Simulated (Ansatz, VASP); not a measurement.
# One calculation of TiPd, two programs

```
Ti Pd
1.0
     3.18000    0.03180    0.03180
     0.03180    3.18000    0.03180
     0.03180    0.03180    3.18000
Ti Pd
1 1
Direct
  0.50000 0.50000 0.50000
  0.00000 0.00000 0.00000
```

Change from the starting cell: equal xy, yz and zx shear strains of +2 %, crystal datasets.

Alike in both runs: task electric field gradients; functional PBEsol; k mesh 13 × 13 × 13; occupations fermi-dirac, width 0.08 eV; no spin polarisation.

```csv
,VASP,Ansatz
version,VASP 6.6.1,Ansatz 0.2.0
potentials or method,"VASP PAW PBE potentials, release 64 (Ti_sv, Pd), cutoff 520 eV","all-electron PAW with datasets made for the crystal, scalar-relativistic"
```

|  | VASP | Ansatz | Ansatz less VASP |
| --- | --- | --- | --- |
| pressure (GPa) | -6.8 | -6.7 | +0.05 |
| traceless stress, the component that is largest in VASP (GPa) | -0.82 | -0.81 | +0.009 |
| size of Vzz on the site where it differs most (V/Å²) | 8.3 | 15.3 | +7.01 |

VASP's potentials were made for PBE, not for PBEsol. Ansatz ran all-electron here, and VASP with PAW potentials.
